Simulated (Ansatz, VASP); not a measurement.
**One calculation of NbVS3, two programs**

```
Nb V S
1.0
     4.54425    0.00000    0.00000
     0.00000    4.54425    0.00000
     0.00000    0.00000    4.54425
Nb V S
1 1 3
Direct
  0.00000 0.00000 0.00000
  0.50000 0.50000 0.50000
  0.00000 0.50000 0.50000
  0.50000 0.00000 0.50000
  0.50000 0.50000 0.00000
```

Alike in both runs: functional PBE; k mesh 8 × 8 × 8; occupations gaussian, width 0.1 eV; collinear spin.

Ansatz relaxed the structure, and its values are those at the end. VASP's run is a single point on that final structure, the one shown.

|  | VASP | Ansatz |
| --- | --- | --- |
| version | VASP 6.6.1 | Ansatz 0.2.0 |
| potentials or method | VASP PAW PBE potentials, release 64 (Nb_sv, V_sv, S), cutoff 520 eV | scalar-relativistic, plane waves, PAW |
| valence electrons in the cell | 44 | 44 |

VASP gave:

```
gap on the k mesh at the Fermi level (eV)                     : none
pressure (GPa)                                                : 0.0
net moment per atom (μB)                                      : 0.75
size of the moment on the site where the two differ most (μB) : 2.08
```

Task: Estimate Ansatz's values.

Result: gap on the k mesh at the Fermi level (eV): none; pressure (GPa): 0.0; net moment per atom (μB): 0.75; size of the moment on the site where the two differ most (μB): 2.29.

Site moments also hang on the region over which each program counts them. A gap of «none» marks a metal or a gap that the smearing closes.
